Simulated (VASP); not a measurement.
**Ti2C: single point with r2SCAN**

Crystal: Ti2C.

```
CELL_PARAMETERS angstrom
0.00000 4.22218 4.22218
4.22218 0.00000 4.22218
4.22218 4.22218 0.00000
ATOMIC_POSITIONS crystal
Ti 0.86177 0.37941 0.37941
Ti 0.37941 0.37941 0.37941
Ti 0.37941 0.37941 0.86177
Ti 0.87059 0.38823 0.87059
Ti 0.87059 0.87059 0.87059
Ti 0.38823 0.87059 0.87059
Ti 0.87059 0.87059 0.38823
Ti 0.37941 0.86177 0.37941
C 0.62500 0.62500 0.62500
C 0.12500 0.62500 0.62500
C 0.62500 0.62500 0.12500
C 0.62500 0.12500 0.62500
```

| Item | Value |
| --- | --- |
| Program | VASP 6.6.1 |
| Task | single point |
| Functional | r2SCAN |
| Potentials or basis | VASP PAW PBE potentials, release 64 (Ti_sv, C) |
| Cutoff | 520 eV |
| k mesh | 8 × 8 × 8 |
| Occupations | gaussian, width 0.1 eV |
| Spin | no spin polarisation |
| Dipole correction | no |
| Further INCAR settings | ALGO = Normal; EDIFF = 1e-06; NBANDS = 68 |

The pressure is 11.2 GPa. The largest force is 0.091 eV/Å. The band gap on the k mesh is zero (bands 56 and 57 overlap by 0.30 eV).

Forces on the atoms (eV/Å):
```
Ti  -0.053  0.053  0.053
Ti  -0.053 -0.053 -0.053
Ti   0.053  0.053 -0.053
Ti  -0.053  0.053 -0.053
Ti   0.053  0.053  0.053
Ti   0.053 -0.053 -0.053
Ti  -0.053 -0.053  0.053
Ti   0.053 -0.053  0.053
C    0.000  0.000  0.000
C    0.000  0.000  0.000
C    0.000  0.000  0.000
C    0.000  0.000  0.000
```

Levels at points of the mesh, in eV from the Fermi level:
```csv
k point,band 52,band 53,band 54,band 55,band 56,band 57,band 58,band 59,band 60,band 61
"(0.00, 0.00, 0.00)",-1.74,-0.93,-0.93,-0.93,0.19,0.88,0.88,0.88,1.35,1.35
"(0.50, 0.00, 0.00)",-1.08,-0.98,-0.75,-0.75,-0.24,0.29,0.90,0.90,0.90,0.90
"(0.50, 0.50, 0.00)",-1.02,-0.62,-0.62,-0.48,-0.48,0.40,0.40,0.42,0.42,0.69
```

Wall time 20 min on 1 thread of Intel(R) Xeon(R) Platinum 8488C (Sapphire Rapids), with other jobs on the host, peak memory 0.48 GiB.

Caveat: the cell stands under pressure; the PAW data sets were made with another functional, which shifts forces and pressure a little.
